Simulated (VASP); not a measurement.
Set up this calculation in VASP 6.6.1, as the native input.

```yaml
Task: single point
Functional: PBEsol
Potentials_or_basis: VASP PAW PBE potentials, release 64 (Ta_pv, C)
Cutoff: 520 eV
k_mesh: 18 × 18 × 10
Occupations: gaussian, width 0.1 eV
Spin: no spin polarisation
Dipole_correction: no
Further_INCAR_settings: ALGO = Normal; EDIFF = 1e-06; NBANDS = 20
```

The structure of Ta2C lies in POSCAR:

```
Ta2C
1.0
    3.1262537035      0.0000000000      0.0000000000
   -1.5631268518      2.7074151259      0.0000000000
    0.0000000000      0.0000000000      4.8938479462
Ta C
2 1
Direct
    0.3333333333      0.6666666667      0.2523141901
    0.6666666667      0.3333333333      0.7476858099
    0.0000000000      0.0000000000      0.0000000000
```

This cell differs from its parent crystal: biaxial strain in the a-b plane: +1.0 %, then relaxed in part.

One way to write it, as run:

INCAR

```
PREC     = Accurate       # precision mode
ENCUT    = 520            # plane-wave cutoff, eV
EDIFF    = 1E-6           # SCF threshold, eV
ISMEAR   = 0              # smearing method
SIGMA    = 0.1            # smearing width, eV
LREAL    = F              # projectors in reciprocal space
LASPH    = T              # aspherical terms in the spheres
NELM     = 60             # most SCF steps
ALGO     = Normal         # electronic algorithm
ISIF     = 2              # what is computed and relaxed
LWAVE    = F              # write WAVECAR
LCHARG   = T              # write CHGCAR
GGA      = PS             # functional
LELF     = T              # ELF
LVHAR    = T            
NBANDS   = 20             # bands
```

KPOINTS

```
Automatic mesh
0
Gamma
  18 18 10
```

Potentials or basis: VASP PAW PBE potentials, release 64 (Ta_pv, C).

The run is started by

```bash
$ cat potpaw_PBE.64/Ta_pv/POTCAR potpaw_PBE.64/C/POTCAR > POTCAR
$ mpirun -np 1 vasp_std > vasp.out
```

Results of the run:

The pressure is -3.3 GPa, the largest force is 0.043 eV/Å and the band gap on the k mesh is zero (bands 13 and 14 overlap by 0.85 eV).

Caveat: the cell differs from its parent crystal (biaxial strain in the a-b plane: +1.0 %, then relaxed in part); the cell stands under tension; the PAW data sets were made with another functional, which shifts forces and pressure a little; spin-orbit coupling is left out, which moves the levels of the heavy elements.

Wall time 2.3 min on 1 thread of Intel(R) Xeon(R) Platinum 8259CL CPU @ 2.50GHz (Skylake/Cascade Lake), on a shared host, peak memory 0.35 GiB.
